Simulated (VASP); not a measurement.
# Br (R-3m) in VASP: relaxation of cell and atoms with PBE

Aim: the relaxation of cell and atoms of Br with PBE.

Program: VASP 6.6.1. These are calculated values, not measurements. Logs are shortened: lines on timing, memory, paths and dates and some standing lists are left out, and cuts for length are marked.

## (1) The cell of the first run

The structure is trigonal, space group R-3m (No. 166). Conventional cell: a = 4.053 Å, b = 4.053 Å, c = 10.739 Å, α = 90.00°, β = 90.00°, γ = 120.00°. Br (site symmetry 3m) has 6 Br at 2.73 to 3.20 Å within 3.6 Å.

## (2) Relaxation of cell and atoms, PBE, target pressure 4.3 GPa, at which the enthalpy is minimised

Input file INCAR:

```
SYSTEM = Br
  PREC = Accurate
  ENCUT = 600
  EDIFF = 1E-7
  ISMEAR = -1
  SIGMA = 0.08
  LREAL = .FALSE.
  LASPH = .TRUE.
  NELM = 100
  ALGO = Normal
  ISIF = 3
  LWAVE = .FALSE.
  LCHARG = .FALSE.
  GGA = PE
  IBRION = 2
  NSW = 60
  EDIFFG = -0.005
  PSTRESS = 43.0
```

Input file KPOINTS:

```
regular mesh
0
G
  11 11 11
  0 0 0
```

Input file POSCAR:

```
Br
1.0
    2.0262920912     -1.1698802843      3.5797826944
    0.0000000000      2.3397605686      3.5797826944
   -2.0262920912     -1.1698802843      3.5797826944
Br
2
Direct
    0.2320000000      0.2320000000      0.2320000000
   -0.2320000000     -0.2320000000     -0.2320000000
```

Potentials or basis: VASP PAW PBE potentials, release 64 (Br).

Run with:

```
> cat potpaw_PBE.64/Br/POTCAR > POTCAR
> mpirun -np 1 vasp_std > vasp.out
```

OUTCAR:

```text
SYSTEM = Br
   PREC = Accurate
   ENCUT = 600
   EDIFF = 1E-7
   ISMEAR = -1
   LREAL = .FALSE.
   LASPH = .TRUE.
   NELM = 100
   ISIF = 3
   GGA = PE
   IBRION = 2
   NSW = 60
   EDIFFG = -0.005
   PSTRESS = 43.0

 ion  position               nearest neighbor table
   1  0.232  0.232  0.232-   2 2.73   2 2.73   2 2.73
   2  0.768  0.768  0.768-   1 2.73   1 2.73   1 2.73

  LATTYP: Found a trigonal (rhomboedric) cell.
 ALAT       =     4.2766018820
 COS(alpha) =     0.5510102270

  Lattice vectors:

 A1 = (   2.0262920912,  -1.1698802843,   3.5797826944)
 A2 = (   0.0000000000,   2.3397605686,   3.5797826944)
 A3 = (  -2.0262920912,  -1.1698802843,   3.5797826944)

Analysis of symmetry for initial positions (statically):
=====================================================================
 Subroutine PRICEL returns:
 Original cell was already a primitive cell.

 Routine SETGRP: Setting up the symmetry group for a
 trigonal (rhombohedral) supercell.

 Subroutine GETGRP returns: Found 12 space group operations
 (whereof 12 operations were pure point group operations)
 out of a pool of 12 trial point group operations.

The static configuration has the point symmetry D_3d.

Analysis of symmetry for dynamics (positions and initial velocities):
=====================================================================
 Subroutine PRICEL returns:
 Original cell was already a primitive cell.

 Routine SETGRP: Setting up the symmetry group for a
 trigonal (rhombohedral) supercell.

 Subroutine GETGRP returns: Found 12 space group operations
 (whereof 12 operations were pure point group operations)
 out of a pool of 12 trial point group operations.

The dynamic configuration has the point symmetry D_3d.

 Subroutine INISYM returns: Found 12 space group operations
 (whereof 12 operations are pure point group operations),
 and found     1 'primitive' translations

----------------------------------------------------------------------------------------

                                     Primitive cell

  volume of cell :      50.9157

  direct lattice vectors                    reciprocal lattice vectors
     2.026292091 -1.169880284  3.579782694     0.246756133 -0.142464720  0.093115522
     0.000000000  2.339760569  3.579782694     0.000000000  0.284929439  0.093115522
    -2.026292091 -1.169880284  3.579782694    -0.246756133 -0.142464720  0.093115522

  length of vectors
     4.276601882  4.276601882  4.276601882     0.299758712  0.299758712  0.299758712

  position of ions in fractional coordinates (direct lattice)
     0.232000000  0.232000000  0.232000000
     0.768000000  0.768000000  0.768000000

  ion indices of the primitive-cell ions
   primitive index   ion index
                 1           1
                 2           2

----------------------------------------------------------------------------------------

 KPOINTS: regular mesh

Automatic generation of k-mesh.
 Grid dimensions read from file:
 generate k-points for:   11   11   11

 Generating k-lattice:

  Cartesian coordinates                     Fractional coordinates (reciprocal lattice)
     0.022432376 -0.012951338  0.008465047     0.090909091  0.000000000 -0.000000000
     0.000000000  0.025902676  0.008465047     0.000000000  0.090909091  0.000000000
    -0.022432376 -0.012951338  0.008465047    -0.000000000  0.000000000  0.090909091

  Length of vectors
     0.027250792  0.027250792  0.027250792

  Shift w.r.t. Gamma in fractional coordinates (k-lattice)
     0.000000000  0.000000000  0.000000000

 Subroutine IBZKPT returns following result:
 ===========================================

 Found    146 irreducible k-points:

 Following reciprocal coordinates:
            Coordinates               Weight
  0.000000  0.000000  0.000000      1.000000
  0.090909 -0.000000  0.000000      6.000000
  0.181818 -0.000000 -0.000000      6.000000
  0.272727 -0.000000 -0.000000      6.000000
  0.363636 -0.000000  0.000000      6.000000
  0.454545 -0.000000 -0.000000      6.000000
[... 16 lines left out ...]
 -0.272727  0.181818 -0.000000     12.000000
 -0.181818  0.181818  0.000000      6.000000
 [... further k-points ...]
   k-points           NKPTS =    146   k-points in BZ     NKDIM =    146   number of bands    NBANDS=     11
   number of dos      NEDOS =    301   number of ions     NIONS =      2
   total plane-waves  NPLWV =  46656
   dimension x,y,z NGX =    36 NGY =   36 NGZ =   36
   dimension x,y,z NGXF=    72 NGYF=   72 NGZF=   72
   ions per type =               2
   NGX,Y,Z   is equivalent  to a cutoff of  13.99, 13.99, 13.99 a.u.
   NGXF,Y,Z  is equivalent  to a cutoff of  27.99, 27.99, 27.99 a.u.
 SYSTEM =  Br
   PREC   = accura    normal or accurate (medium, high low for compatibility)
   ISTART =      0    job   : 0-new  1-cont  2-samecut
   ICHARG =      2    charge: 1-file 2-atom 10-const
   ISPIN  =      1    spin polarized calculation?
   LNONCOLLINEAR =      F non collinear calculations
   LSORBIT =      F    spin-orbit coupling
   LASPH  =      T    aspherical Exc in radial PAW
   ENCUT  =  600.0 eV  44.10 Ry    6.64 a.u.   8.54  8.54  8.54*2*pi/ulx,y,z
   NELM   =    100;   NELMIN=  2; NELMDL= -5     # of ELM steps
   EDIFF  = 0.1E-06   stopping-criterion for ELM
   LREAL  =      F    real-space projection
   EDIFFG = -.5E-02   stopping-criterion for IOM
   NSW    =     60    number of steps for IOM
   IBRION =      2    ionic relax: 0-MD 1-quasi-New 2-CG
   NFREE  =      1    steps in history (QN), initial steepest desc. (CG)
   ISIF   =      3    stress and relaxation
   ISYM   =      2    0-nonsym 1-usesym 2-fastsym
   POTIM  = 0.5000    time-step for ionic-motion
   TEBEG  =    0.0;   TEEND  =   0.0 temperature during run
   PSTRESS=   43.0 pullay stress
   NELECT =      14.0000    total number of electrons
   NUPDOWN=      -1.0000    fix difference up-down
   EMIN   =  10.00;   EMAX   =-10.00  energy-range for DOS
   EFERMI =   0.00;   METHOD = LEGACY
   ISMEAR =    -1;   SIGMA  =   0.08  broadening in eV -4-tet -1-fermi 0-gaus
   EFERMI_NEDOS =   21; number of points for ismear=-14 and -15
   IALGO  =     38    algorithm
   IMIX   =      4    mixing-type and parameters
     AMIX     =   0.40;   BMIX     =  1.00
     AMIX_MAG =   1.60;   BMIX_MAG =  1.00
  volume/ion in A,a.u.               =      25.46       171.80
  Fermi-wavevector in a.u.,A,eV,Ry     =   1.064552  2.011712 15.419099  1.133272
  Thomas-Fermi vector in A             =   2.200075
   LORBIT       =      0    0 simple, 1 ext, 2 COOP (PROOUT), +10 PAW based schemes
   GGA     = PE    functional components
   LHFCALC =     F    Hartree Fock is set to
   AEXX    =    0.0000 exact exchange contribution
   IVDW    =     0    specifies the selected vdW correction
   LEPSILON=     F    determine dielectric tensor
   LRPA    =     F    only Hartree local field effects (RPA)
 conjugate gradient relaxation of ions
 non-spin polarized calculation
  energy-cutoff  :      600.00
  volume of cell :       50.92
 maximum number of plane-waves:      1715
 NGX is ok and might be reduce to    36
   NGX = 17   NGY = 17   NGZ = 17

--------------------------------------- Ionic step        1  -------------------------------------------

 number of electron      13.9999999 magnetization

 Free energy of the ion-electron system (eV)
  ---------------------------------------------------
  ext. energy  EPLUGINS =         0.00000000
  ---------------------------------------------------
  free energy    TOTEN  =        -1.85443404 eV

  energy without entropy =       -1.81019678  energy(sigma->0) =       -1.83231541

------------------------ aborting loop because EDIFF is reached ----------------------------------------

  FORCE on cell =-STRESS in cart. coord.  units (eV):
  Direction    XX          YY          ZZ          XY          YZ          ZX
  --------------------------------------------------------------------------------------
  -------------------------------------------------------------------------------------
  Total        3.9531619      3.9531619      1.9592796      0.0000000     -0.0000000      0.0000000
  in kB      124.3952494    124.3952494     61.6532000      0.0000000     -0.0000000      0.0000000
  external PRESSURE =      60.4812329 kB  Pullay stress =      43.0000000 kB
[... 213 lines left out ...]
  enthalpy is  TOTEN    =        -0.9273108379 eV   P V=        1.4255706460

--------------------------------------- Ionic step        7  -------------------------------------------

 number of electron      13.9999998 magnetization

 Free energy of the ion-electron system (eV)
  ---------------------------------------------------
  ext. energy  EPLUGINS =         0.00000000
  ---------------------------------------------------
  free energy    TOTEN  =        -2.36496588 eV

  energy without entropy =       -2.31663994  energy(sigma->0) =       -2.34080291

 E-fermi :   2.2357     XC(G=0):  -9.0489

 val. band max:        2.2330480088   @ k =  -0.3636  -0.4545   0.0909
 cond. band min:       2.2360371472   @ k =  -0.1818  -0.1818   0.0909
 fundamental gap:      0.0029891384
 Fermi energy:         2.2357484728

 k-point     1 :       0.0000    0.0000    0.0000
  band No.  band energies     occupation
      1     -14.1024      2.00000
      2     -10.8689      2.00000
      3      -1.2311      2.00000
      4      -1.2311      2.00000
      5      -1.1643      2.00000
      6       2.0445      1.83231
      7       2.0779      1.75594
      8       2.0779      1.75594
      9       8.8807      0.00000
     10       9.3743      0.00000
     11       9.4865      0.00000
[... 309 lines left out ...]
 k-point    24 :      -0.1818    0.1818    0.0000
  band No.  band energies     occupation
      1     -13.5414      2.00000
      2     -11.5718      2.00000
      3      -1.9518      2.00000
      4      -0.4186      2.00000
      5      -0.3353      2.00000
      6       0.0884      2.00000
      7       0.2797      2.00000
      8       2.4752      0.09552
      9       9.2570      0.00000
     10      10.4806      0.00000
     11      10.6724      0.00000

 [... further k-points ...]
[... 5 lines left out ...]
  --------------------------------------------------------------------------------------
  -------------------------------------------------------------------------------------
  Total        1.4285951      1.4285951      1.4307331      0.0000000     -0.0000000     -0.0000000
  in kB       42.7560077     42.7560077     42.8199954      0.0000000     -0.0000000     -0.0000000
  external PRESSURE =      -0.2226631 kB  Pullay stress =      43.0000000 kB
[... 17 lines left out ...]
  FREE ENERGIE OF THE ION-ELECTRON SYSTEM (eV)
  ---------------------------------------------------
  free  energy   TOTEN  =        -2.3649658813 eV

  energy  without entropy=       -2.3166399432  energy(sigma->0) =       -2.34080291

  enthalpy is  TOTEN    =        -0.9282183405 eV   P V=        1.4367475408

 reached required accuracy - stopping structural energy minimisation
```

It took 12 min on 1 thread of Oxide Virtual Turin-like, shared host; peak memory 0.24 GiB.

What came out:

```yaml
Free_energy: -2.3650 eV
Relaxed_volume: 26.77 Å³/atom
Relaxed_cell: a = 4.217 Å, b = 4.217 Å, c = 4.217 Å, α = 60.41°, β = 60.41°, γ = 60.41°
Space_group_after_relaxing_to_0.1_Å: Pm-3m (No. 221)
Energy_change_on_relaxing_the_run_minimises_the_enthalpy: -255.3 meV/atom
Ionic_steps: 7
Pressure_after_relaxing: 4.3 GPa
Band_gap_on_the_k_mesh: zero (bands 7 and 8 overlap by 2.99 eV)
```

Forces on the atoms (eV/Å):
```
Br   0.000  0.000  0.003
Br   0.000  0.000 -0.003
```

Step by step:
```tsv
step	energy change (eV)	largest force (eV/Å)	pressure (GPa)	volume (Å³)
1	0.0000	1.8892	10.35	50.92
2	-0.5051	0.6968	1.39	58.29
3	-0.5033	0.7046	1.45	58.22
4	-0.5298	0.4181	2.82	55.45
5	-0.4957	0.0462	4.78	53.02
6	-0.4984	0.0642	4.68	53.12
7	-0.5105	0.0027	4.28	53.53
```

Final structure:
```yaml
crystal:
  lattice:
    - [2.12180, -1.22502, 3.43259]
    - [0.00000, 2.45005, 3.43259]
    - [-2.12180, -1.22502, 3.43259]
  atoms:
    - { symbol: Br, position: [0.24997, 0.24997, 0.24997] }
    - { symbol: Br, position: [0.75003, 0.75003, 0.75003] }
```

Caveat: the cell is relaxed towards a set pressure, so the run minimises the enthalpy, not the energy.
